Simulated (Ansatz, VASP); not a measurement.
Two plane-wave programs on TaSiF

Contents of INCAR:

```
PREC     = Accurate       # precision mode
ENCUT    = 520            # plane-wave cutoff, eV
EDIFF    = 1E-6           # SCF threshold, eV
ISMEAR   = 0              # smearing method
SIGMA    = 0.1            # smearing width, eV
LREAL    = F              # projectors in reciprocal space
LASPH    = T              # aspherical terms in the spheres
NELM     = 60             # most SCF steps
ALGO     = Normal         # electronic algorithm
ISIF     = 2              # what is computed and relaxed
LWAVE    = F              # write WAVECAR
LCHARG   = T              # write CHGCAR
GGA      = PE             # functional
LELF     = T              # ELF
LVHAR    = T            
NBANDS   = 18             # bands
```

File KPOINTS:

```
regular mesh
0
Gamma
  6 6 4
```

Contents of POSCAR:

```
TaSiF
1.0
    3.0253579200      0.0000000000      0.0000000000
    0.0000000000      3.0253579200      0.0000000000
    0.0000000000      0.0000000000      5.7810825800
Ta Si F
1 1 1
Direct
    0.0000000000      0.0000000000      0.0000000000
    0.0000000000      0.0000000000      0.5000000000
    0.5000000000      0.5000000000      0.5000000000
```

Input for Ansatz:

```yaml
crystal:
  lattice:
    - [3.02535792, 0.0, 0.0]
    - [0.0, 3.02535792, 0.0]
    - [0.0, 0.0, 5.78108258]
  atoms:
    - { symbol: Ta, position: [0.0, 0.0, 0.0] }
    - { symbol: Si, position: [0.0, 0.0, 0.5] }
    - { symbol: F, position: [0.5, 0.5, 0.5] }
basis:
  ecutwfc: 420
kpoints:
  mp_grid: { grid: [6, 6, 4] }
hamiltonian:
  xc: pbe
scf:
  occupations: { method: gaussian, width: 0.1 }
  lower_state_search: "off"
output:
  forces: true
  stress: true
  eigenvalues: true
```

Alike in both runs: task single point; functional PBE; k mesh 6 × 6 × 4; occupations gaussian, width 0.1 eV; no spin polarisation.

```csv
,VASP,Ansatz
version,VASP 6.6.1,Ansatz 0.2.0
potentials or method,"VASP PAW PBE potentials, release 64 (Ta_pv, Si, F), cutoff 520 eV","scalar-relativistic, plane waves, PAW"
valence electrons in the cell,22,24
```

|  | VASP | Ansatz | Ansatz less VASP |
| --- | --- | --- | --- |
| gap on the k mesh at the Fermi level (eV) | none | none | - |
| pressure (GPa) | -5.2 | -5.1 | +0.06 |
| traceless stress, the component that is largest in VASP (GPa) | -8.82 | -8.75 | +0.067 |

A gap of «none» marks a metal or a gap that the smearing closes. VASP's potentials hold 22 valence electrons a cell and Ansatz's 24, so a difference there can come from the potentials and not from the codes.

Neither program's run includes spin-orbit coupling.
